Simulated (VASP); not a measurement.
# HfBiBr2 (P4/mmm) in VASP: notebook

Runs on HfBiBr2. Level: PBE. Tasks: single point, relaxation of cell and atoms.

Everything below comes from runs of VASP 6.6.1. Logs are shortened: lines on timing, memory, paths and dates and some standing lists are left out, and cuts for length are marked.

### Step 1. The cell of the first run

It takes space group P4/mmm (No. 123, tetragonal). Conventional cell: a = 6.011 Å, b = 6.011 Å, c = 2.704 Å, α = 90.00°, β = 90.00°, γ = 90.00°. Hf (site symmetry 4/mmm) has 2 Hf at 2.70 Å and 4 Br at 3.01 Å within 3.6 Å. Bi (site symmetry 4/mmm) has 2 Bi at 2.70 Å and 8 Br at 3.30 Å within 3.6 Å. Within 3.6 Å of Br (site symmetry mmm) lie 2 Br at 2.70 Å and 2 Hf at 3.01 Å and 4 Bi at 3.30 Å.

### Step 2. Single point, PBE

INCAR

```
  PREC = Accurate
  ENCUT = 520
  EDIFF = 1E-6
  ISMEAR = 0
  SIGMA = 0.1
  LREAL = False
  LASPH = True
  NELM = 60
  ALGO = Normal
  ISIF = 2
  LWAVE = False
  LCHARG = False
  GGA = PE
  NBANDS = 28
```

KPOINTS

```
regular mesh
0
Gamma
  4 4 6
```

POSCAR

```
HfBiBr2
1.0
    6.0112416100      0.0000000000      0.0000000000
    0.0000000000      6.0112416100      0.0000000000
    0.0000000000      0.0000000000      2.7042194000
Hf Bi Br
1 1 2
Direct
    0.0000000000      0.0000000000      0.0000000000
    0.5000000000      0.5000000000      0.5000000000
    0.5000000000      0.0000000000      0.0000000000
    0.0000000000      0.5000000000      0.0000000000
```

Potentials or basis: VASP PAW PBE potentials, release 64 (Hf_pv, Bi_d, Br).

On the command line:

```bash
cat potpaw_PBE.64/Hf_pv/POTCAR potpaw_PBE.64/Bi_d/POTCAR potpaw_PBE.64/Br/POTCAR > POTCAR
mpirun -np 1 vasp_std > vasp.out
```

OUTCAR:

```text
PREC = Accurate
   ENCUT = 520
   EDIFF = 1E-6
   ISMEAR = 0
   LREAL = False
   LASPH = True
   NELM = 60
   ISIF = 2
   GGA = PE

 ion  position               nearest neighbor table
   1  0.000  0.000  0.000-   3 3.01   4 3.01   4 3.01   3 3.01
   2  0.500  0.500  0.500-   3 3.30   4 3.30   3 3.30   4 3.30   3 3.30   3 3.30   4 3.30   4 3.30

   3  0.500  0.000  0.000-   1 3.01   1 3.01   2 3.30   2 3.30   2 3.30   2 3.30
   4  0.000  0.500  0.000-   1 3.01   1 3.01   2 3.30   2 3.30   2 3.30   2 3.30

  LATTYP: Found a simple tetragonal cell.
 ALAT       =     6.0112416100
 C/A-ratio  =     0.4498603742

  Lattice vectors:

 A1 = (   6.0112416100,   0.0000000000,   0.0000000000)
 A2 = (   0.0000000000,   6.0112416100,   0.0000000000)
 A3 = (   0.0000000000,   0.0000000000,   2.7042194000)

Analysis of symmetry for initial positions (statically):
=====================================================================
 Subroutine PRICEL returns:
 Original cell was already a primitive cell.

 Routine SETGRP: Setting up the symmetry group for a
 simple tetragonal supercell.

 Subroutine GETGRP returns: Found 16 space group operations
 (whereof 16 operations were pure point group operations)
 out of a pool of 16 trial point group operations.

The static configuration has the point symmetry D_4h.

Analysis of symmetry for dynamics (positions and initial velocities):
=====================================================================
 Subroutine PRICEL returns:
 Original cell was already a primitive cell.

 Routine SETGRP: Setting up the symmetry group for a
 simple tetragonal supercell.

 Subroutine GETGRP returns: Found 16 space group operations
 (whereof 16 operations were pure point group operations)
 out of a pool of 16 trial point group operations.

The dynamic configuration has the point symmetry D_4h.

 Subroutine INISYM returns: Found 16 space group operations
 (whereof 16 operations are pure point group operations),
 and found     1 'primitive' translations

----------------------------------------------------------------------------------------

                                     Primitive cell

  volume of cell :      97.7170

  direct lattice vectors                    reciprocal lattice vectors
     6.011241610  0.000000000  0.000000000     0.166354984  0.000000000  0.000000000
     0.000000000  6.011241610  0.000000000     0.000000000  0.166354984  0.000000000
     0.000000000  0.000000000  2.704219400     0.000000000  0.000000000  0.369792481

  length of vectors
     6.011241610  6.011241610  2.704219400     0.166354984  0.166354984  0.369792481

  position of ions in fractional coordinates (direct lattice)
     0.000000000  0.000000000  0.000000000
     0.500000000  0.500000000  0.500000000
     0.500000000  0.000000000  0.000000000
     0.000000000  0.500000000  0.000000000

  ion indices of the primitive-cell ions
   primitive index   ion index
                 1           1
                 2           2
                 3           3
                 4           4

----------------------------------------------------------------------------------------

 KPOINTS: regular mesh

Automatic generation of k-mesh.
 Grid dimensions read from file:
 generate k-points for:    4    4    6

 Generating k-lattice:

  Cartesian coordinates                     Fractional coordinates (reciprocal lattice)
     0.041588746  0.000000000  0.000000000     0.250000000  0.000000000  0.000000000
     0.000000000  0.041588746  0.000000000     0.000000000  0.250000000  0.000000000
     0.000000000  0.000000000  0.061632080     0.000000000  0.000000000  0.166666667

  Length of vectors
     0.041588746  0.041588746  0.061632080

  Shift w.r.t. Gamma in fractional coordinates (k-lattice)
     0.000000000  0.000000000  0.000000000

 Subroutine IBZKPT returns following result:
 ===========================================

 Found     24 irreducible k-points:

 Following reciprocal coordinates:
            Coordinates               Weight
  0.000000  0.000000  0.000000      1.000000
  0.250000  0.000000  0.000000      4.000000
  0.500000  0.000000  0.000000      2.000000
  0.250000  0.250000  0.000000      4.000000
  0.500000  0.250000  0.000000      4.000000
  0.500000  0.500000  0.000000      1.000000
[... 16 lines left out ...]
  0.500000  0.250000  0.500000      4.000000
  0.500000  0.500000  0.500000      1.000000
   k-points           NKPTS =     24   k-points in BZ     NKDIM =     24   number of bands    NBANDS=     28
   number of dos      NEDOS =    301   number of ions     NIONS =      4
   total plane-waves  NPLWV =  46080
   dimension x,y,z NGX =    48 NGY =   48 NGZ =   20
   dimension x,y,z NGXF=    96 NGYF=   96 NGZF=   40
   ions per type =               1   1   2
   NGX,Y,Z   is equivalent  to a cutoff of  13.27, 13.27, 12.30 a.u.
   NGXF,Y,Z  is equivalent  to a cutoff of  26.55, 26.55, 24.59 a.u.
 SYSTEM =  unknown system
   PREC   = accura    normal or accurate (medium, high low for compatibility)
   ISTART =      0    job   : 0-new  1-cont  2-samecut
   ICHARG =      2    charge: 1-file 2-atom 10-const
   ISPIN  =      1    spin polarized calculation?
   LNONCOLLINEAR =      F non collinear calculations
   LSORBIT =      F    spin-orbit coupling
   LASPH  =      T    aspherical Exc in radial PAW
   ENCUT  =  520.0 eV  38.22 Ry    6.18 a.u.  11.18 11.18  5.03*2*pi/ulx,y,z
   NELM   =     60;   NELMIN=  2; NELMDL= -5     # of ELM steps
   EDIFF  = 0.1E-05   stopping-criterion for ELM
   LREAL  =      F    real-space projection
   EDIFFG = 0.1E-04   stopping-criterion for IOM
   NSW    =      0    number of steps for IOM
   IBRION =     -1    ionic relax: 0-MD 1-quasi-New 2-CG
   NFREE  =      0    steps in history (QN), initial steepest desc. (CG)
   ISIF   =      2    stress and relaxation
   ISYM   =      2    0-nonsym 1-usesym 2-fastsym
   POTIM  = 0.5000    time-step for ionic-motion
   TEBEG  =    0.0;   TEEND  =   0.0 temperature during run
   PSTRESS=    0.0 pullay stress
   NELECT =      39.0000    total number of electrons
   NUPDOWN=      -1.0000    fix difference up-down
   EMIN   =  10.00;   EMAX   =-10.00  energy-range for DOS
   EFERMI =   0.00;   METHOD = LEGACY
   ISMEAR =     0;   SIGMA  =   0.10  broadening in eV -4-tet -1-fermi 0-gaus
   EFERMI_NEDOS =   21; number of points for ismear=-14 and -15
   IALGO  =     38    algorithm
   IMIX   =      4    mixing-type and parameters
     AMIX     =   0.40;   BMIX     =  1.00
     AMIX_MAG =   1.60;   BMIX_MAG =  1.00
  volume/ion in A,a.u.               =      24.43       164.86
  Fermi-wavevector in a.u.,A,eV,Ry     =   1.205331  2.277745 19.766849  1.452822
  Thomas-Fermi vector in A             =   2.341030
   LORBIT       =      0    0 simple, 1 ext, 2 COOP (PROOUT), +10 PAW based schemes
   GGA     = PE    functional components
   LHFCALC =     F    Hartree Fock is set to
   AEXX    =    0.0000 exact exchange contribution
   IVDW    =     0    specifies the selected vdW correction
   LEPSILON=     F    determine dielectric tensor
   LRPA    =     F    only Hartree local field effects (RPA)
 non-spin polarized calculation
 Gauss-broadening in eV      SIGMA  =   0.10
  energy-cutoff  :      520.00
  volume of cell :       97.72
 maximum number of plane-waves:      2680
 NGX is ok and might be reduce to    48
   NGX = 23   NGY = 23   NGZ = 11

 number of electron      38.9999998 magnetization

 Free energy of the ion-electron system (eV)
  ---------------------------------------------------
  ext. energy  EPLUGINS =         0.00000000
  ---------------------------------------------------
  free energy    TOTEN  =       -13.96410773 eV

  energy without entropy =      -13.95003163  energy(sigma->0) =      -13.95706968

 E-fermi :   6.5549     XC(G=0): -10.3374

 val. band max:        6.5536163750   @ k =   0.5000   0.0000   0.3333
 cond. band min:       6.5795158351   @ k =   0.5000   0.0000   0.5000
 fundamental gap:      0.0258994601
 Fermi energy:         6.5548865870

 k-point     1 :       0.0000    0.0000    0.0000
  band No.  band energies     occupation
      1     -25.0049      2.00000
      2     -25.0049      2.00000
      3     -23.5298      2.00000
      4     -17.2881      2.00000
      5     -16.6335      2.00000
      6     -16.6079      2.00000
[... 20 lines left out ...]
     27      12.7408      0.00000
     28      12.7408      0.00000

 k-point     2 :       0.2500    0.0000    0.0000
  band No.  band energies     occupation
      1     -25.0056      2.00000
      2     -25.0049      2.00000
      3     -23.5298      2.00000
      4     -17.2880      2.00000
      5     -16.6314      2.00000
      6     -16.6079      2.00000
[... 20 lines left out ...]
     27      11.7559      0.00000
     28      13.8337      0.00000

 k-point     3 :       0.5000    0.0000    0.0000
  band No.  band energies     occupation
      1     -25.0063      2.00000
      2     -25.0049      2.00000
      3     -23.5298      2.00000
      4     -17.2879      2.00000
      5     -16.6293      2.00000
      6     -16.6080      2.00000
[... 20 lines left out ...]
     27      11.8106      0.00000
     28      14.1154      0.00000

 k-point     4 :       0.2500    0.2500    0.0000
  band No.  band energies     occupation
      1     -25.0056      2.00000
      2     -25.0056      2.00000
      3     -23.5298      2.00000
      4     -17.2879      2.00000
      5     -16.6293      2.00000
      6     -16.6080      2.00000
[... 20 lines left out ...]
     27      11.7097      0.00000
     28      13.6830      0.00000

 k-point     5 :       0.5000    0.2500    0.0000
  band No.  band energies     occupation
      1     -25.0063      2.00000
      2     -25.0056      2.00000
      3     -23.5298      2.00000
      4     -17.2879      2.00000
      5     -16.6272      2.00000
      6     -16.6081      2.00000
[... 20 lines left out ...]
     27      11.8116      0.00000
     28      14.3017      0.00000

 k-point     6 :       0.5000    0.5000    0.0000
  band No.  band energies     occupation
      1     -25.0063      2.00000
      2     -25.0063      2.00000
      3     -23.5298      2.00000
      4     -17.2878      2.00000
      5     -16.6251      2.00000
      6     -16.6083      2.00000
[... 463 lines left out ...]
      5     -16.7744      2.00000
      6     -16.5580      2.00000
[... 20 lines left out ...]
     27      12.5829      0.00000
     28      12.7075      0.00000

 k-point    22 :       0.2500    0.2500    0.5000
  band No.  band energies     occupation
      1     -25.1330      2.00000
      2     -24.8108      2.00000
      3     -24.8108      2.00000
      4     -16.7754      2.00000
      5     -16.7754      2.00000
      6     -16.5580      2.00000
[... 20 lines left out ...]
     27      12.9685      0.00000
     28      13.0437      0.00000

 k-point    23 :       0.5000    0.2500    0.5000
  band No.  band energies     occupation
      1     -25.1330      2.00000
      2     -24.8112      2.00000
      3     -24.8108      2.00000
      4     -16.7764      2.00000
      5     -16.7754      2.00000
      6     -16.5577      2.00000
[... 20 lines left out ...]
     27      12.1355      0.00000
     28      12.4007      0.00000

 k-point    24 :       0.5000    0.5000    0.5000
  band No.  band energies     occupation
      1     -25.1330      2.00000
      2     -24.8112      2.00000
      3     -24.8112      2.00000
      4     -16.7764      2.00000
      5     -16.7764      2.00000
      6     -16.5574      2.00000
[... 20 lines left out ...]
     27      11.5379      0.00000
     28      11.6511      0.00000

------------------------ aborting loop because EDIFF is reached ----------------------------------------

  FORCE on cell =-STRESS in cart. coord.  units (eV):
  Direction    XX          YY          ZZ          XY          YZ          ZX
  --------------------------------------------------------------------------------------
  -------------------------------------------------------------------------------------
  Total        2.8285061      2.8285061     18.6031642      0.0000000      0.0000000      0.0000000
  in kB       46.3764404     46.3764404    305.0191522      0.0000000      0.0000000      0.0000000
  external PRESSURE =     132.5906777 kB  Pullay stress =       0.0000000 kB

 VOLUME and BASIS-vectors are now :
 -----------------------------------------------------------------------------
  energy-cutoff  :      520.00
  volume of cell :       97.72
      direct lattice vectors                 reciprocal lattice vectors
     6.011241610  0.000000000  0.000000000     0.166354984  0.000000000  0.000000000
     0.000000000  6.011241610  0.000000000     0.000000000  0.166354984  0.000000000
     0.000000000  0.000000000  2.704219400     0.000000000  0.000000000  0.369792481

 POSITION                                       TOTAL-FORCE (eV/Angst)
 -----------------------------------------------------------------------------------
      0.00000      0.00000      0.00000         0.000000      0.000000      0.000000
      3.00562      3.00562      1.35211         0.000000      0.000000      0.000000
      3.00562      0.00000      0.00000         0.000000      0.000000      0.000000
      0.00000      3.00562      0.00000         0.000000      0.000000      0.000000
 -----------------------------------------------------------------------------------
    total drift:                                0.000000     -0.000000      0.000000

  FREE ENERGIE OF THE ION-ELECTRON SYSTEM (eV)
  ---------------------------------------------------
  free  energy   TOTEN  =       -13.9641077333 eV

  energy  without entropy=      -13.9500316288  energy(sigma->0) =      -13.95706968
```

Wall time 33 s (1 thread of Intel Xeon Platinum 8559C (Emerald Rapids), shared host); peak memory 0.24 GiB.

Results:

* Free energy: -13.9641 eV
* Pressure: 13.3 GPa
* Band gap on the k mesh: zero (an odd number of electrons rules out a gap without spin polarisation)

Caveat: the k points lie up to 0.39 Å⁻¹ apart, too coarse for converged energies and pressures of a metal; spin-orbit coupling is left out, which moves the levels of the heavy elements; an odd number of electrons without spin polarisation forces a metal; a magnetic or distorted state may lie lower.

(Continued in part 2 of 2.)

The gap in the log of VASP goes by the Fermi energy; the results here count the filled bands.